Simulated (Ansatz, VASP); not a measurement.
# HgTe: VASP beside Ansatz

```
CELL_PARAMETERS angstrom
4.23364 0.00000 0.00000
-2.11682 3.66644 0.00000
0.00000 0.00000 7.39658
ATOMIC_POSITIONS crystal
Hg 0.00000 0.00000 0.00000
Hg 0.00000 0.00000 0.50000
Te 0.33333 0.66667 0.25000
Te 0.66667 0.33333 0.75000
```

Alike in both runs: task single point; functional PBE; k mesh 6 × 6 × 2; no spin polarisation.

```csv
,VASP,Ansatz
version,VASP 6.6.1,Ansatz 0.2.0
potentials or method,"VASP PAW PBE potentials, release 64 (Hg, Te)",plane waves
plane-wave cutoff (eV),500,420
occupations,"methfessel-paxton of order 1, width 0.05 eV","cold, width 0.05 eV"
valence electrons in the cell,36,72
```

VASP gave:

- pressure (GPa): 1.1
- traceless stress, the component that is largest in VASP (GPa): 0.84

Question: What did Ansatz give for the same quantities?

Answer: Pressure (GPa): 1.0; traceless stress, the component that is largest in VASP (GPa): 0.85.

VASP's potentials hold 36 valence electrons a cell and Ansatz's 72, so a difference there can come from the potentials and not from the codes.

The k mesh is coarse, so the values compare programs but aren't converged. Spin-orbit coupling is off throughout.
